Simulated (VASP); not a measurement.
# CdS (Fm-3m) in VASP: settings compared

Aim: see how the results for CdS move with the level of theory and the settings. Levels: PBE, LDA. Tasks: single point.

Everything below comes from runs of VASP 6.6.1. Logs are shortened: lines on timing, memory, paths and dates and some standing lists are left out, and cuts for length are marked.

## (1) The cell of the first run

Symmetry: Fm-3m, No. 225, cubic system. Conventional cell: a = 5.506 Å, b = 5.506 Å, c = 5.506 Å, α = 90.00°, β = 90.00°, γ = 90.00°. Within 3.6 Å of Cd (site symmetry m-3m) lie 6 S at 2.75 Å. Within 3.6 Å of S (site symmetry m-3m) lie 6 Cd at 2.75 Å.

## (2) Single point, PBE

INCAR reads:

```
SYSTEM = CdS
ALGO = Normal
EDIFF = 1E-6
ENCUT = 500
GGA = PE
GGA_COMPAT = .False.
ISIF = 2
ISMEAR = 0
LASPH = .True.
LCHARG = .False.
LREAL = .False.
LWAVE = .False.
NBANDS = 16
NELM = 120
PREC = Accurate
SIGMA = 0.1
```

KPOINTS reads:

```
k-points
0
Gamma
  4 4 4
  0 0 0
```

POSCAR reads:

```
CdS
1.0
    0.0000000000      2.7532440000      2.7532440000
    2.7532440000      0.0000000000      2.7532440000
    2.7532440000      2.7532440000      0.0000000000
Cd S
1 1
Direct
    0.1840000000      0.4620000000      0.7300000000
    0.6840000000      0.9620000000      1.2300000000
```

Potentials or basis: VASP PAW PBE potentials, release 64 (Cd, S).

Started as:

```console
cat potpaw_PBE.64/Cd/POTCAR potpaw_PBE.64/S/POTCAR > POTCAR
mpirun -np 1 vasp_std > vasp.out
```

OUTCAR:

```text
SYSTEM = CdS
   EDIFF = 1E-6
   ENCUT = 500
   GGA = PE
   ISIF = 2
   ISMEAR = 0
   LASPH = .True.
   LREAL = .False.
   NELM = 120
   PREC = Accurate

 ion  position               nearest neighbor table
   1  0.184  0.462  0.730-   2 2.75   2 2.75   2 2.75   2 2.75   2 2.75   2 2.75
   2  0.684  0.962  0.230-   1 2.75   1 2.75   1 2.75   1 2.75   1 2.75   1 2.75

  LATTYP: Found a face centered cubic cell.
 ALAT       =     5.5064880000

  Lattice vectors:

 A1 = (   0.0000000000,   2.7532440000,   2.7532440000)
 A2 = (   2.7532440000,   0.0000000000,   2.7532440000)
 A3 = (   2.7532440000,   2.7532440000,   0.0000000000)

Analysis of symmetry for initial positions (statically):
=====================================================================
 Subroutine PRICEL returns:
 Original cell was already a primitive cell.

 Routine SETGRP: Setting up the symmetry group for a
 face centered cubic supercell.

 Subroutine GETGRP returns: Found 48 space group operations
 (whereof  1 operations were pure point group operations)
 out of a pool of 48 trial point group operations.

The static configuration has the point symmetry C_1 .
 The point group associated with its full space group is O_h .

Analysis of symmetry for dynamics (positions and initial velocities):
=====================================================================
 Subroutine PRICEL returns:
 Original cell was already a primitive cell.

 Routine SETGRP: Setting up the symmetry group for a
 face centered cubic supercell.

 Subroutine GETGRP returns: Found 48 space group operations
 (whereof  1 operations were pure point group operations)
 out of a pool of 48 trial point group operations.

The dynamic configuration has the point symmetry C_1 .
 The point group associated with its full space group is O_h .

 Subroutine INISYM returns: Found 48 space group operations
 (whereof  1 operations are pure point group operations),
 and found     1 'primitive' translations

----------------------------------------------------------------------------------------

                                     Primitive cell

  volume of cell :      41.7411

  direct lattice vectors                    reciprocal lattice vectors
     0.000000000  2.753244000  2.753244000    -0.181603955  0.181603955  0.181603955
     2.753244000  0.000000000  2.753244000     0.181603955 -0.181603955  0.181603955
     2.753244000  2.753244000  0.000000000     0.181603955  0.181603955 -0.181603955

  length of vectors
     3.893675005  3.893675005  3.893675005     0.314547277  0.314547277  0.314547277

  position of ions in fractional coordinates (direct lattice)
     0.184000000  0.462000000  0.730000000
     0.684000000  0.962000000  0.230000000

  ion indices of the primitive-cell ions
   primitive index   ion index
                 1           1
                 2           2

----------------------------------------------------------------------------------------

 KPOINTS: k-points

Automatic generation of k-mesh.
 Grid dimensions read from file:
 generate k-points for:    4    4    4

 Generating k-lattice:

  Cartesian coordinates                     Fractional coordinates (reciprocal lattice)
    -0.045400989  0.045400989  0.045400989     0.250000000  0.000000000  0.000000000
     0.045400989 -0.045400989  0.045400989     0.000000000  0.250000000  0.000000000
     0.045400989  0.045400989 -0.045400989     0.000000000  0.000000000  0.250000000

  Length of vectors
     0.078636819  0.078636819  0.078636819

  Shift w.r.t. Gamma in fractional coordinates (k-lattice)
     0.000000000  0.000000000  0.000000000

 Subroutine IBZKPT returns following result:
 ===========================================

 Found      8 irreducible k-points:

 Following reciprocal coordinates:
            Coordinates               Weight
  0.000000  0.000000  0.000000      1.000000
  0.250000  0.000000  0.000000      8.000000
  0.500000  0.000000  0.000000      4.000000
  0.250000  0.250000  0.000000      6.000000
  0.500000  0.250000  0.000000     24.000000
 -0.250000  0.250000  0.000000     12.000000
  0.500000  0.500000  0.000000      3.000000
 -0.250000  0.500000  0.250000      6.000000
   k-points           NKPTS =      8   k-points in BZ     NKDIM =      8   number of bands    NBANDS=     16
   number of dos      NEDOS =    301   number of ions     NIONS =      2
   total plane-waves  NPLWV =  21952
   dimension x,y,z NGX =    28 NGY =   28 NGZ =   28
   dimension x,y,z NGXF=    56 NGYF=   56 NGZF=   56
   ions per type =               1   1
   NGX,Y,Z   is equivalent  to a cutoff of  11.95, 11.95, 11.95 a.u.
   NGXF,Y,Z  is equivalent  to a cutoff of  23.91, 23.91, 23.91 a.u.
 SYSTEM =  CdS
   PREC   = accura    normal or accurate (medium, high low for compatibility)
   ISTART =      0    job   : 0-new  1-cont  2-samecut
   ICHARG =      2    charge: 1-file 2-atom 10-const
   ISPIN  =      1    spin polarized calculation?
   LNONCOLLINEAR =      F non collinear calculations
   LSORBIT =      F    spin-orbit coupling
   LASPH  =      T    aspherical Exc in radial PAW
   ENCUT  =  500.0 eV  36.75 Ry    6.06 a.u.   7.10  7.10  7.10*2*pi/ulx,y,z
   NELM   =    120;   NELMIN=  2; NELMDL= -5     # of ELM steps
   EDIFF  = 0.1E-05   stopping-criterion for ELM
   LREAL  =      F    real-space projection
   EDIFFG = 0.1E-04   stopping-criterion for IOM
   NSW    =      0    number of steps for IOM
   IBRION =     -1    ionic relax: 0-MD 1-quasi-New 2-CG
   NFREE  =      0    steps in history (QN), initial steepest desc. (CG)
   ISIF   =      2    stress and relaxation
   ISYM   =      2    0-nonsym 1-usesym 2-fastsym
   POTIM  = 0.5000    time-step for ionic-motion
   TEBEG  =    0.0;   TEEND  =   0.0 temperature during run
   PSTRESS=    0.0 pullay stress
   NELECT =      18.0000    total number of electrons
   NUPDOWN=      -1.0000    fix difference up-down
   EMIN   =  10.00;   EMAX   =-10.00  energy-range for DOS
   EFERMI =   0.00;   METHOD = LEGACY
   ISMEAR =     0;   SIGMA  =   0.10  broadening in eV -4-tet -1-fermi 0-gaus
   EFERMI_NEDOS =   21; number of points for ismear=-14 and -15
   IALGO  =     38    algorithm
   IMIX   =      4    mixing-type and parameters
     AMIX     =   0.40;   BMIX     =  1.00
     AMIX_MAG =   1.60;   BMIX_MAG =  1.00
  volume/ion in A,a.u.               =      20.87       140.84
  Fermi-wavevector in a.u.,A,eV,Ry     =   1.236833  2.337275 20.813583  1.529755
  Thomas-Fermi vector in A             =   2.371425
   LORBIT       =      0    0 simple, 1 ext, 2 COOP (PROOUT), +10 PAW based schemes
   GGA     = PE    functional components
   LHFCALC =     F    Hartree Fock is set to
   AEXX    =    0.0000 exact exchange contribution
   IVDW    =     0    specifies the selected vdW correction
   LEPSILON=     F    determine dielectric tensor
   LRPA    =     F    only Hartree local field effects (RPA)
 non-spin polarized calculation
 Gauss-broadening in eV      SIGMA  =   0.10
  energy-cutoff  :      500.00
  volume of cell :       41.74
 maximum number of plane-waves:      1068
   NGX = 15   NGY = 15   NGZ = 15

 number of electron      17.9999996 magnetization

 Free energy of the ion-electron system (eV)
  ---------------------------------------------------
  ext. energy  EPLUGINS =         0.00000000
  ---------------------------------------------------
  free energy    TOTEN  =        -5.79997924 eV

  energy without entropy =       -5.79739335  energy(sigma->0) =       -5.79868629

 E-fermi :   2.8750     XC(G=0): -10.2946

 val. band max:        2.7485533345   @ k =   0.5000   0.0000   0.0000
 cond. band min:       2.9662425820   @ k =   0.5000   0.5000   0.0000
 fundamental gap:      0.2176892475
 Fermi energy:         2.8750498315

 k-point     1 :       0.0000    0.0000    0.0000
  band No.  band energies     occupation
      1      -9.9088      2.00000
      2      -4.8780      2.00000
      3      -4.8780      2.00000
      4      -4.8780      2.00000
      5      -4.8757      2.00000
      6      -4.8757      2.00000
      7       2.0552      2.00000
      8       2.0552      2.00000
      9       2.0552      2.00000
     10       3.5621      0.00000
     11      11.9580      0.00000
     12      11.9580      0.00000
     13      11.9580      0.00000
     14      14.0292      0.00000
     15      14.0292      0.00000
     16      14.0705      0.00000

 k-point     2 :       0.2500    0.0000    0.0000
  band No.  band energies     occupation
      1      -9.4321      2.00000
      2      -5.0221      2.00000
      3      -5.0221      2.00000
      4      -4.9408      2.00000
      5      -4.7822      2.00000
      6      -4.7822      2.00000
      7      -0.5798      2.00000
      8       2.3765      2.00000
      9       2.3765      2.00000
     10       5.9916      0.00000
     11       9.5390      0.00000
     12      10.1849      0.00000
     13      10.1849      0.00000
     14      13.5372      0.00000
     15      13.5512      0.00000
     16      13.5512      0.00000

 k-point     3 :       0.5000    0.0000    0.0000
  band No.  band energies     occupation
      1      -8.8154      2.00000
      2      -5.1598      2.00000
      3      -5.1598      2.00000
      4      -5.1046      2.00000
      5      -4.6842      2.00000
      6      -4.6842      2.00000
      7      -2.0257      2.00000
      8       2.7486      1.92637
      9       2.7486      1.92637
     10       6.2636      0.00000
     11       8.6455      0.00000
     12       8.6455      0.00000
     13       9.3919      0.00000
     14      14.9404      0.00000
     15      15.7152      0.00000
     16      15.7152      0.00000

 k-point     4 :       0.2500    0.2500    0.0000
  band No.  band energies     occupation
      1      -9.3748      2.00000
      2      -4.9963      2.00000
      3      -4.9515      2.00000
      4      -4.8242      2.00000
      5      -4.7715      2.00000
      6      -4.7715      2.00000
      7       0.0814      2.00000
      8       1.4083      2.00000
      9       1.4083      2.00000
     10       5.7341      0.00000
     11       9.2665      0.00000
     12       9.7379      0.00000
     13      11.9510      0.00000
     14      11.9510      0.00000
     15      15.6732      0.00000
     16      17.2813      0.00000

 k-point     5 :       0.5000    0.2500    0.0000
  band No.  band energies     occupation
      1      -8.9411      2.00000
      2      -4.9784      2.00000
      3      -4.9735      2.00000
      4      -4.8375      2.00000
      5      -4.6617      2.00000
      6      -4.5545      2.00000
      7      -1.3875      2.00000
      8       0.7998      2.00000
      9       1.5893      2.00000
     10       5.3353      0.00000
     11       8.9136      0.00000
     12      10.7056      0.00000
     13      10.8738      0.00000
     14      13.5942      0.00000
     15      16.3009      0.00000
     16      17.5776      0.00000

 k-point     6 :      -0.2500    0.2500    0.0000
  band No.  band energies     occupation
      1      -8.9909      2.00000
      2      -5.1016      2.00000
      3      -5.0468      2.00000
      4      -4.8971      2.00000
      5      -4.7395      2.00000
      6      -4.6127      2.00000
      7      -1.0947      2.00000
      8       0.5098      2.00000
      9       2.6128      1.99979
     10       7.1376      0.00000
     11       8.1100      0.00000
     12       9.4865      0.00000
     13      10.0115      0.00000
     14      13.5738      0.00000
     15      16.3414      0.00000
     16      16.9486      0.00000

 k-point     7 :       0.5000    0.5000    0.0000
  band No.  band energies     occupation
      1      -9.0450      2.00000
      2      -5.0251      2.00000
      3      -4.7723      2.00000
      4      -4.6223      2.00000
      5      -4.6223      2.00000
      6      -3.9661      2.00000
      7      -1.3649      2.00000
      8       0.6926      2.00000
      9       0.6926      2.00000
     10       2.9662      0.19717
     11       8.7985      0.00000
     12      12.4825      0.00000
     13      13.8565      0.00000
     14      13.8565      0.00000
     15      17.0828      0.00000
     16      17.3585      0.00000

 k-point     8 :      -0.2500    0.5000    0.2500
  band No.  band energies     occupation
      1      -8.8980      2.00000
      2      -5.0032      2.00000
      3      -4.8721      2.00000
      4      -4.8721      2.00000
      5      -4.6222      2.00000
      6      -4.1448      2.00000
      7      -0.3610      2.00000
      8      -0.3610      2.00000
      9      -0.0556      2.00000
     10       6.0829      0.00000
     11       9.4133      0.00000
     12      10.3935      0.00000
     13      10.3935      0.00000
     14      15.5843      0.00000
     15      15.5843      0.00000
     16      17.3473      0.00000

------------------------ aborting loop because EDIFF is reached ----------------------------------------

  FORCE on cell =-STRESS in cart. coord.  units (eV):
  Direction    XX          YY          ZZ          XY          YZ          ZX
  --------------------------------------------------------------------------------------
  -------------------------------------------------------------------------------------
  Total        0.0745514      0.0745514      0.0745514      0.0000000      0.0000000      0.0000000
  in kB        2.8615563      2.8615563      2.8615563      0.0000000      0.0000000      0.0000000
  external PRESSURE =       2.8615563 kB  Pullay stress =       0.0000000 kB

 VOLUME and BASIS-vectors are now :
 -----------------------------------------------------------------------------
  energy-cutoff  :      500.00
  volume of cell :       41.74
      direct lattice vectors                 reciprocal lattice vectors
     0.000000000  2.753244000  2.753244000    -0.181603955  0.181603955  0.181603955
     2.753244000  0.000000000  2.753244000     0.181603955 -0.181603955  0.181603955
     2.753244000  2.753244000  0.000000000     0.181603955  0.181603955 -0.181603955

 POSITION                                       TOTAL-FORCE (eV/Angst)
 -----------------------------------------------------------------------------------
      3.28187      2.51647      1.77860         0.000000      0.000000      0.000000
      3.28187      2.51647      4.53184         0.000000      0.000000     -0.000000
 -----------------------------------------------------------------------------------
    total drift:                               -0.000014      0.000010      0.000009

  FREE ENERGIE OF THE ION-ELECTRON SYSTEM (eV)
  ---------------------------------------------------
  free  energy   TOTEN  =        -5.7999792416 eV

  energy  without entropy=       -5.7973933463  energy(sigma->0) =       -5.79868629
```

Wall time 8.3 s (1 thread of Intel Xeon 6455B, shared host); peak memory 0.15 GiB.

Results:

| Quantity | Value |
| --- | --- |
| Free energy | -5.8000 eV |
| Pressure | 0.3 GPa |
| Band gap on the k mesh | 0.22 eV, indirect (least direct gap 1.51 eV) |

Caveat: the k points lie up to 0.49 Å⁻¹ apart. A k mesh can miss the band edges.

## (3) Single point, LDA

INCAR reads:

```
SYSTEM = CdS
PREC = Accurate ; ENCUT = 500
EDIFF = 1E-6 ; ISMEAR = -1
SIGMA = 0.008617333262145177 ; LREAL = .False.
LASPH = .True. ; NELM = 120
ALGO = Normal ; ISIF = 2
LWAVE = .False. ; LCHARG = .False.
NBANDS = 16 ; GGA_COMPAT = .False.
```

KPOINTS reads:

```
regular mesh
0
Gamma
  4 4 4
  0 0 0
```

POSCAR reads:

```
CdS
1.0
    0.0000000000      2.7532440000      2.7532440000
    2.7532440000      0.0000000000      2.7532440000
    2.7532440000      2.7532440000      0.0000000000
Cd S
1 1
Direct
    0.0000000000      0.0000000000      0.0000000000
    0.5000000000      0.5000000000      0.5000000000
```

Potentials or basis: VASP PAW LDA potentials, release 64 (Cd, S).

Started as:

```console
cat potpaw_LDA.64/Cd/POTCAR potpaw_LDA.64/S/POTCAR > POTCAR
mpirun -np 1 vasp_std > vasp.out
```

It used 4.7 s of CPU time on 1 thread of Intel Xeon 6455B (shared host).

Results (log left out):

- Free energy: -7.1075 eV
- Pressure: -6.0 GPa

Levels at points of the mesh, in eV from the Fermi level:
```
           k point  band 6  band 7  band 8  band 9  band 10  band 11  band 12  band 13
(0.00, 0.00, 0.00)   -7.62   -0.73   -0.73   -0.73     0.59     9.15     9.15     9.15
(0.50, 0.00, 0.00)   -7.42   -4.87   -0.01   -0.01     3.32     5.72     5.72     6.45
(0.50, 0.50, 0.00)   -6.69   -4.20   -2.11   -2.11     0.00     5.94     9.51    10.85
```

Caveat: the k points lie up to 0.49 Å⁻¹ apart.
